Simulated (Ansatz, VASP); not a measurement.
**AlN in VASP and in Ansatz**

INCAR

```
PREC = Accurate
ENCUT = 520
EDIFF = 1E-7
ISMEAR = 0
SIGMA = 0.05
LREAL = Auto
LASPH = T
NELM = 60
ALGO = Normal
ISIF = 2
LWAVE = F
LCHARG = F
GGA = PE
NBANDS = 46
```

File KPOINTS:

```
regular mesh
0
Gamma
  4 8 3
```

Contents of POSCAR:

```
AlN
1.0
   -1.5651197814     -2.7108669814      5.0179796556
    1.5651197814     -2.7108669814      0.0000000000
    7.3560629728      1.8976068869      6.5233735523
Al N
8 8
Direct
    0.6385285510      0.9991356412      0.0981155127
    0.6635285510      0.4991356412      0.8481155127
    0.3135285510      0.4991356412      0.3481155127
   -0.0114714490      0.9991356412      0.5981155127
    0.8676952176      0.2491356413      0.3064488460
    0.1926952176      0.7491356413      0.0564488460
    0.5426952176      0.7491356413      0.5564488460
    0.2176952176      0.2491356413      0.8064488460
    0.8960697824      0.8083643587      0.1935011540
   -0.0789302176      0.3083643587      0.9435011540
    0.5710697824      0.3083643587      0.4435011540
    0.2460697824      0.8083643587      0.6935011540
    0.1252364490      0.0583643588      0.4018344873
    0.4502364490      0.5583643587      0.1518344873
    0.8002364490      0.5583643587      0.6518344873
    0.4752364490      0.0583643587      0.9018344873
```

Input for Ansatz:

```yaml
crystal:
  lattice:
    - [-1.5651197814, -2.7108669814, 5.0179796556]
    - [1.5651197814, -2.7108669814, 0.0]
    - [7.3560629728, 1.8976068869, 6.5233735523]
  atoms:
    - { symbol: Al, position: [0.638528551, 0.9991356412, 0.0981155127] }
    - { symbol: Al, position: [0.663528551, 0.4991356412, 0.8481155127] }
    - { symbol: Al, position: [0.313528551, 0.4991356412, 0.3481155127] }
    - { symbol: Al, position: [-0.011471449, 0.9991356412, 0.5981155127] }
    - { symbol: Al, position: [0.8676952176, 0.2491356413, 0.306448846] }
    - { symbol: Al, position: [0.1926952176, 0.7491356413, 0.056448846] }
    - { symbol: Al, position: [0.5426952176, 0.7491356413, 0.556448846] }
    - { symbol: Al, position: [0.2176952176, 0.2491356413, 0.806448846] }
    - { symbol: "N", position: [0.8960697824, 0.8083643587, 0.193501154] }
    - { symbol: "N", position: [-0.0789302176, 0.3083643587, 0.943501154] }
    - { symbol: "N", position: [0.5710697824, 0.3083643587, 0.443501154] }
    - { symbol: "N", position: [0.2460697824, 0.8083643587, 0.693501154] }
    - { symbol: "N", position: [0.125236449, 0.0583643588, 0.4018344873] }
    - { symbol: "N", position: [0.450236449, 0.5583643587, 0.1518344873] }
    - { symbol: "N", position: [0.800236449, 0.5583643587, 0.6518344873] }
    - { symbol: "N", position: [0.475236449, 0.0583643587, 0.9018344873] }
basis:
  ecutwfc: 420
kpoints:
  mp_grid: { grid: [4, 8, 3] }
hamiltonian:
  xc: pbe
scf:
  occupations: { method: gaussian, width: 0.05 }
output:
  forces: true
  stress: true
  eigenvalues: true
```

Alike in both runs: task single point; functional PBE; k mesh 4 × 8 × 3; occupations gaussian, width 0.05 eV; no spin polarisation.

|  | VASP | Ansatz |
| --- | --- | --- |
| version | VASP 6.6.1 | Ansatz 0.2.0 |
| potentials or method | VASP PAW PBE potentials, release 64 (Al, N), cutoff 520 eV | scalar-relativistic, plane waves, PAW |
| valence electrons in the cell | 64 | 64 |

Ansatz gave:

| Quantity | Value |
| --- | --- |
| gap on the k mesh at the Fermi level (eV) | 1.00 |
| least direct gap on the mesh (eV) | 1.10 |
| pressure (GPa) | -1.9 |
| traceless stress, the component that is largest in VASP (GPa) | 7.34 |
| rms of the force components (eV/Å) | 0.627 |

Problem. Estimate VASP's values.

Solution. gap on the k mesh at the Fermi level (eV): 1.00; least direct gap on the mesh (eV): 1.10; pressure (GPa): -2.2; traceless stress, the component that is largest in VASP (GPa): 7.34; rms of the force components (eV/Å): 0.625.

Atom by atom the forces differ by 0.005 eV/Å (rms over components). The functional is the same, so the differences come from potentials, cutoffs and numerics.
